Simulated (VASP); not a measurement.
Input of a VASP 6.6.1 run:

File INCAR:

```
SYSTEM = P
ALGO     = Normal         ! electronic algorithm
DIPOL    = 0.5 0.5 0.500
EDIFF    = 1E-6           ! SCF threshold, eV
ENCUT    = 520            ! plane-wave cutoff, eV
GGA      = PE             ! functional
IDIPOL   = 3            
ISIF     = 2              ! what is computed and relaxed
ISMEAR   = 0              ! smearing method
IVDW     = 12             ! dispersion correction
LASPH    = .TRUE.         ! aspherical terms in the spheres
LCHARG   = .FALSE.        ! write CHGCAR
LDIPOL   = .TRUE.       
LREAL    = .FALSE.        ! projectors in reciprocal space
LWAVE    = .FALSE.        ! write WAVECAR
NBANDS   = 12             ! bands
NELM     = 60             ! most SCF steps
PREC     = Accurate       ! precision mode
SIGMA    = 0.02           ! smearing width, eV
```

Contents of KPOINTS:

```
k-points
0
G
  9 9 1
  0 0 0
```

Contents of POSCAR:

```
P
1.0
    3.2540552468      0.0000000000      0.0000000000
   -1.6270276234      2.8180945091      0.0000000000
    0.0000000000      0.0000000000     28.0000000000
P
2
Direct
    0.3333333333      0.6666666667      0.5222365346
    0.6666666667      0.3333333333      0.4777634654
```

Potentials or basis: VASP PAW PBE potentials, release 64 (P).

Run with:

```bash
$ cat potpaw_PBE.64/P/POTCAR > POTCAR
$ mpirun -np 1 vasp_std > vasp.out
```

(1) Predict the dispersion energy per atom.

(2) Estimate the largest force.

(3) What does it give for the band gap on the k mesh?

## Answers

(1) -0.214 eV.

(2) 0.091 eV/Å.

(3) 2.00 eV, indirect (least direct gap 2.27 eV).
